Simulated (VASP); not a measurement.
Set up this calculation in VASP 6.6.1, as the native input.

| Quantity | Value |
| --- | --- |
| Task | single point |
| Functional | LDA |
| Potentials or basis | VASP PAW LDA potentials, release 64 (B, N) |
| Cutoff | 520 eV |
| k mesh | 10 × 10 × 2 |
| Occupations | gaussian, width 0.05 eV |
| Spin | no spin polarisation |
| Dipole correction | no |
| Further INCAR settings | ALGO = Normal; EDIFF = 1e-06; NBANDS = 36 |

The structure of BN lies in POSCAR:

```
BN
1.0
   -2.5539396017      0.0000000000      0.0000000000
    1.2769698009     -2.2117765748      0.0000000000
    0.0000000000      0.0000000000     17.1805650000
B N
6 6
Direct
    0.3333333333      0.6666666667      0.1690499419
    0.3333333333      0.6666666667      0.4150753200
    0.3333333333      0.6666666667      0.6611006981
    0.6666666667      0.3333333333      0.0460372529
    0.6666666667      0.3333333333      0.2920626309
    0.6666666667      0.3333333333      0.5380880090
    0.3333333333      0.6666666667      0.0769262311
    0.3333333333      0.6666666667      0.3229516092
    0.3333333333      0.6666666667      0.5689769873
    0.6666666667      0.3333333333      0.6919896764
    0.6666666667      0.3333333333      0.1999389202
    0.6666666667      0.3333333333      0.4459642983
```

The input as run:

INCAR

```
  PREC = Accurate
  ENCUT = 520
  EDIFF = 1E-6
  ISMEAR = 0
  SIGMA = 0.05
  LREAL = F
  LASPH = T
  NELM = 100
  ALGO = Normal
  ISIF = 2
  LWAVE = F
  LCHARG = F
  GGA = CA
  NBANDS = 36
```

KPOINTS

```
Automatic mesh
0
Gamma
  10 10 2
```

Potentials or basis: VASP PAW LDA potentials, release 64 (B, N).

The run is started by

```console
$ cat potpaw_LDA.64/B/POTCAR potpaw_LDA.64/N/POTCAR > POTCAR
$ mpirun -np 1 vasp_std > vasp.out
```

It gave:

```json
{
 "Pressure": "-11.4 GPa",
 "Largest force": "2.808 eV/Å",
 "Band gap on the k mesh": "zero (band 24 reaches 5.05 eV, above the bottom of band 25 at 4.58 eV)"
}
```

Caveat: forces of over 1 eV/Å act on the atoms, so gaps and moduli don't describe the material at rest.

It took 110 s on 1 thread of AMD EPYC 9R45 96-Core Processor (Zen 5) (shared host), peak memory 0.18 GiB.
